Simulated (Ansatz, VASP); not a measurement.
NaCu2H3: VASP beside Ansatz

INCAR

```
SYSTEM = NaCu2H3
  PREC = Accurate
  ENCUT = 520
  EDIFF = 1E-7
  ISMEAR = 0
  SIGMA = 0.1
  LREAL = .False.
  LASPH = .True.
  NELM = 100
  ALGO = Normal
  ISIF = 2
  LWAVE = .False.
  LCHARG = .False.
  GGA = PE
  NBANDS = 25
```

Contents of KPOINTS:

```
regular mesh
0
Gamma
  6 6 6
  0 0 0
```

The input POSCAR:

```
NaCu2H3
1.0
    5.2081865000      0.0000000000      0.0000000000
   -2.6040932500      4.5104218100      0.0000000000
    0.0000000000      0.0000000000      2.8802121200
Na Cu H
1 2 3
Direct
    0.0000000000      0.0000000000      0.0000000000
    0.3333333300      0.6666666700      0.0000000000
    0.6666666700      0.3333333300      0.0000000000
    0.5000000000      0.0000000000      0.5000000000
    0.5000000000      0.5000000000      0.5000000000
    0.0000000000      0.5000000000      0.5000000000
```

Input for Ansatz:

```yaml
crystal:
  lattice:
    - [5.2081865, 0.0, 0.0]
    - [-2.60409325, 4.51042181, 0.0]
    - [0.0, 0.0, 2.88021212]
  atoms:
    - { symbol: Na, position: [0.0, 0.0, 0.0] }
    - { symbol: Cu, position: [0.33333333, 0.66666667, 0.0] }
    - { symbol: Cu, position: [0.66666667, 0.33333333, 0.0] }
    - { symbol: H, position: [0.5, 0.0, 0.5] }
    - { symbol: H, position: [0.5, 0.5, 0.5] }
    - { symbol: H, position: [0.0, 0.5, 0.5] }
basis:
  ecutwfc: 420
kpoints:
  mp_grid: { grid: [6, 6, 6] }
hamiltonian:
  xc: pbe
scf:
  occupations: { method: gaussian, width: 0.1 }
  lower_state_search: "off"
output:
  forces: true
  stress: true
  eigenvalues: true
```

Change from the starting cell: species swapped into the TmB2Ru3 type (P6/mmm, No. 191).

Alike in both runs: task single point; functional PBE; k mesh 6 × 6 × 6; occupations gaussian, width 0.1 eV; no spin polarisation.

|  | VASP | Ansatz |
| --- | --- | --- |
| version | VASP 6.6.1 | Ansatz 0.2.0 |
| potentials or method | VASP PAW PBE potentials, release 64 (Na_pv, Cu, H), cutoff 520 eV | scalar-relativistic, plane waves, PAW |
| valence electrons in the cell | 32 | 50 |

```csv
,VASP,Ansatz,Ansatz less VASP
gap on the k mesh at the Fermi level (eV),none,none,-
pressure (GPa),-10.4,-10.5,-0.06
"traceless stress, the component that is largest in VASP (GPa)",-1.79,-1.82,-0.027
```

A gap of «none» marks a metal or a gap that the smearing closes. VASP's potentials hold 32 valence electrons a cell and Ansatz's 50, so a difference there can come from the potentials and not from the codes.

The k mesh is coarse, so the values compare programs but aren't converged.
